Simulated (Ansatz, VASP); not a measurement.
**Ca: VASP beside Ansatz**

The input INCAR:

```
SYSTEM = Ca
ALGO = Normal
EDIFF = 1E-7
ENCUT = 520
GGA = PS
ISIF = 2
ISMEAR = 0
LASPH = .True.
LCHARG = .False.
LREAL = .False.
LWAVE = .False.
NBANDS = 11
NELM = 100
PREC = Accurate
SIGMA = 0.15
```

KPOINTS

```
k-points
0
Gamma
  14 14 14
  0 0 0
```

The input POSCAR:

```
Ca
1.0
    0.0000000000      2.9059680000      2.5706640000
    2.9059680000      0.0000000000      2.5706640000
    2.9059680000      2.9059680000      0.0000000000
Ca
1
Direct
    0.0000000000      0.0000000000      0.0000000000
```

Input for Ansatz:

```yaml
crystal:
  lattice:
    - [0.0, 2.905968, 2.570664]
    - [2.905968, 0.0, 2.570664]
    - [2.905968, 2.905968, 0.0]
  atoms:
    - { symbol: Ca, position: [0.0, 0.0, 0.0] }
basis:
  ecutwfc: 420
kpoints:
  mp_grid: { grid: [14, 14, 14] }
hamiltonian:
  xc: pbesol
scf:
  occupations: { method: gaussian, width: 0.15 }
output:
  forces: true
  stress: true
  eigenvalues: true
```

Change from the starting cell: strain +0.040 along x and y, -0.080 along z, atoms carried along.

Alike in both runs: task single point; functional PBEsol; k mesh 14 × 14 × 14; occupations gaussian, width 0.15 eV; no spin polarisation.

|  | VASP | Ansatz |
| --- | --- | --- |
| version | VASP 6.6.1 | Ansatz 0.2.0 |
| potentials or method | VASP PAW PBE potentials, release 64 (Ca_sv), cutoff 520 eV | scalar-relativistic, plane waves, PAW |
| valence electrons in the cell | 10 | 10 |

```csv
,VASP,Ansatz,Ansatz less VASP
gap on the k mesh at the Fermi level (eV),none,none,-
pressure (GPa),-1.1,-1.1,-0.01
"traceless stress, the component that is largest in VASP (GPa)",0.26,0.26,0.000
```

VASP's potentials were made for PBE, not for PBEsol. A gap of «none» marks a metal or a gap that the smearing closes. With one functional, cell and mesh, what is left measures potentials, basis and numerics.
